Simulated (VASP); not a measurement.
# TiO2 in VASP: a series of runs, part 2 of 2

VASP 6.6.1.

**3. Single point, r2SCAN (shear xy strain +1.5%)**

Input file POSCAR:

```
TiO2
1.0
    0.0179762044      2.3968272579      2.3968272579
    2.3968272579      0.0179762044      2.3968272579
    2.4148034623      2.4148034623      0.0000000000
Ti O
1 2
Direct
    0.0000000000      0.0000000000      0.0000000000
    0.2491544639      0.2491544639      0.2508455361
    0.7508455361      0.7508455361      0.7491544639
```

Input file INCAR.step1:

```
SYSTEM = TiO2
  PREC = Accurate
  ENCUT = 910
  ISMEAR = 0
  SIGMA = 0.01
  LREAL = .FALSE.
  LASPH = .TRUE.
  NELM = 120
  NBANDS = 19
  GGA = PE
  ALGO = Normal
  EDIFF = 1E-5
  LWAVE = .TRUE.
  LCHARG = .FALSE.
  GGA_COMPAT = .FALSE.
```

Input file INCAR.step2:

```
SYSTEM = TiO2
  PREC = Accurate
  ENCUT = 910
  EDIFF = 1E-6
  ISMEAR = 0
  SIGMA = 0.01
  LREAL = .FALSE.
  LASPH = .TRUE.
  NELM = 120
  ALGO = Normal
  ISIF = 2
  LWAVE = .FALSE.
  LCHARG = .TRUE.
  METAGGA = R2SCAN
  LMIXTAU = .TRUE.
  LELF = .TRUE.
  LVHAR = .TRUE.
  NBANDS = 19
  ISTART = 1
  GGA_COMPAT = .FALSE.
```

Input file KPOINTS:

```
Automatic mesh
0
G
  10 10 10
  0 0 0
```

Potentials or basis: VASP PAW PBE potentials, release 64 (Ti_sv, O_h).

Command:

```sh
> cat potpaw_PBE.64/Ti_sv/POTCAR potpaw_PBE.64/O_h/POTCAR > POTCAR
> cp INCAR.step1 INCAR
> mpirun -np 1 vasp_std > vasp.out
> cp INCAR.step2 INCAR
> mpirun -np 1 vasp_std > vasp.out
```

OUTCAR:

```text
SYSTEM = TiO2
   PREC = Accurate
   ENCUT = 910
   EDIFF = 1E-6
   ISMEAR = 0
   LREAL = .FALSE.
   LASPH = .TRUE.
   NELM = 120
   ISIF = 2
   METAGGA = R2SCAN
   ISTART = 1

 ion  position               nearest neighbor table
   1  0.000  0.000  0.000-   3 2.07   3 2.07   2 2.07   2 2.07   3 2.08   2 2.08   3 2.08   2 2.08

   2  0.249  0.249  0.251-   1 2.07   1 2.07   1 2.08   1 2.08
   3  0.751  0.751  0.749-   1 2.07   1 2.07   1 2.08   1 2.08

  LATTYP: Found a body centered orthorhombic cell.
 ALAT       =     3.3642034227
 B/A-ratio  =     1.0151133501
 C/A-ratio  =     1.4249003147

  Lattice vectors:

 A1 = (   2.3968272579,   0.0179762044,  -2.3968272579)
 A2 = (  -2.3968272579,  -0.0179762044,  -2.3968272579)
 A3 = (   0.0179762044,   2.3968272579,   2.3968272579)

Analysis of symmetry for initial positions (statically):
=====================================================================
 Subroutine PRICEL returns:
 Original cell was already a primitive cell.

 Routine SETGRP: Setting up the symmetry group for a
 body centered orthorhombic supercell.

[... 166 lines left out ...]

  energy without entropy =      -34.12347124  energy(sigma->0) =      -34.12347124

 E-fermi :   7.7167     XC(G=0): -13.0655

 val. band max:        7.6763534773   @ k =   0.5000   0.5000   0.0000
 cond. band min:       9.2264831597   @ k =   0.0000   0.0000   0.0000
 fundamental gap:      1.5501296823
 Fermi energy:         7.7166618397

 k-point     1 :       0.0000    0.0000    0.0000
  band No.  band energies     occupation
      1     -52.3240      2.00000
      2     -27.3590      2.00000
      3     -27.3583      2.00000
      4     -27.3577      2.00000
      5     -13.0815      2.00000
      6      -9.2699      2.00000
[... 505 lines left out ...]
      6     -10.5922      2.00000
[... 11 lines left out ...]
     18      18.8455      0.00000
     19      22.8072      0.00000

 [... further k-points ...]

------------------------ aborting loop because EDIFF is reached ----------------------------------------

  FORCE on cell =-STRESS in cart. coord.  units (eV):
  Direction    XX          YY          ZZ          XY          YZ          ZX
  --------------------------------------------------------------------------------------
  -------------------------------------------------------------------------------------
  Total        0.2079021      0.2079021      0.2083790     -0.0999954      0.0000000      0.0000000
  in kB       12.0963309     12.0963309     12.1240813     -5.8180146      0.0000000      0.0000000
  external PRESSURE =      12.1055810 kB  Pullay stress =       0.0000000 kB

 VOLUME and BASIS-vectors are now :
 -----------------------------------------------------------------------------
  energy-cutoff  :      910.00
  volume of cell :       27.54
      direct lattice vectors                 reciprocal lattice vectors
     0.017976204  2.396827258  2.396827258    -0.210185501  0.210185501  0.208609110
     2.396827258  0.017976204  2.396827258     0.210185501 -0.210185501  0.208609110
     2.414803462  2.414803462  0.000000000     0.207056188  0.207056188 -0.208609110

 POSITION                                       TOTAL-FORCE (eV/Angst)
 -----------------------------------------------------------------------------------
      0.00000      0.00000      0.00000        -0.000000     -0.000000      0.000000
      1.20740      1.20740      1.19436         0.000000      0.000000     -0.004859
      3.62221      3.62221      3.59929        -0.000000     -0.000000      0.004859
 -----------------------------------------------------------------------------------
    total drift:                               -0.000000      0.000000     -0.000000

  FREE ENERGIE OF THE ION-ELECTRON SYSTEM (eV)
  ---------------------------------------------------
  free  energy   TOTEN  =       -34.1234712447 eV

  energy  without entropy=      -34.1234712447  energy(sigma->0) =      -34.12347124
```

Run time: 13 min. Hardware: 1 thread of Intel Xeon Platinum 8259CL at 2.50GHz (Skylake/Cascade Lake), shared host; peak memory 0.35 GiB.

Results:

- Free energy: -34.1235 eV
- Pressure: 1.2 GPa
- Largest force: 0.005 eV/Å
- Band gap on the k mesh: 1.55 eV (least direct gap 2.25 eV)

Forces in eV/Å, atoms in the order of the input:
```
Ti   0.000  0.000  0.000
O    0.000  0.000 -0.005
O    0.000  0.000  0.005
```

Stress tensor (GPa, compression positive):
```
 1.21 -0.58  0.00
-0.58  1.21  0.00
 0.00  0.00  1.21
```

Levels at points of the mesh, in eV from the valence-band top:
| k point | band 9 | band 10 | band 11 | band 12 | band 13 | band 14 | band 15 | band 16 |
| --- | --- | --- | --- | --- | --- | --- | --- | --- |
| (0.00, 0.00, 0.00) | -6.16 | -0.93 | -0.91 | -0.89 | 1.55 | 1.55 | 5.69 | 5.72 |
| (0.50, 0.00, 0.00) | -3.49 | -3.37 | -2.65 | -2.59 | 1.85 | 1.89 | 3.21 | 5.29 |
| (0.50, 0.50, 0.00) | -4.70 | -2.24 | -2.05 | 0.00 | 2.25 | 2.26 | 3.19 | 4.40 |
| (0.00, 0.00, 0.50) | -3.48 | -3.32 | -2.64 | -2.59 | 1.84 | 1.87 | 3.11 | 5.33 |
| (0.50, 0.00, 0.50) | -4.76 | -2.15 | -2.15 | 0.00 | 2.25 | 2.26 | 3.19 | 4.49 |

Caveat: the cell differs from its parent crystal (shear xy strain +1.5%); the cutoff is under 1.25 times the usual one of these potentials, so pressure, stress and relaxed cells hold a basis-set (Pulay) error; the PAW data sets were made with another functional, which shifts forces and pressure a little. A k mesh can miss the band edges.
